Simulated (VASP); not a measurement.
ZrB, 2 atoms in the cell. Symmetry: Fm-3m, No. 225, cubic system. The conventional cell has a = 4.924 Å, b = 4.924 Å, c = 4.924 Å, α = 90.00°, β = 90.00°, γ = 90.00°. Within 3.3 Å of Zr (site symmetry m-3m) lie 6 B at 2.46 Å. Within 3.3 Å of B (site symmetry m-3m) lie 6 Zr at 2.46 Å. 

| Item | Value |
| --- | --- |
| Program | VASP 6.6.1 |
| Task | single point |
| Functional | revPBE |
| Potentials or basis | VASP PAW PBE potentials, release 64 (Zr_sv, B) |
| Cutoff | 520 eV |
| k mesh | 10 × 10 × 10 |
| Occupations | fermi-dirac, width 0.05 eV |
| Spin | no spin polarisation |
| Dipole correction | no |
| Further INCAR settings | ALGO = Normal; EDIFF = 1e-06; NBANDS = 14 |

Potentials or basis: VASP PAW PBE potentials, release 64 (Zr_sv, B).

The run is started by

```sh
$ cat potpaw_PBE.64/Zr_sv/POTCAR potpaw_PBE.64/B/POTCAR > POTCAR
$ mpirun -np 1 vasp_std > vasp.out
```

Hardware: 1 thread of Intel Xeon 6975P-C (shared host).

Problem. Estimate the wall time of this run.

Solution. Wall time 23 s on 1 thread of Intel Xeon 6975P-C, on a shared host, peak memory 0.17 GiB. Counts: scf iterations 13, k points 47.
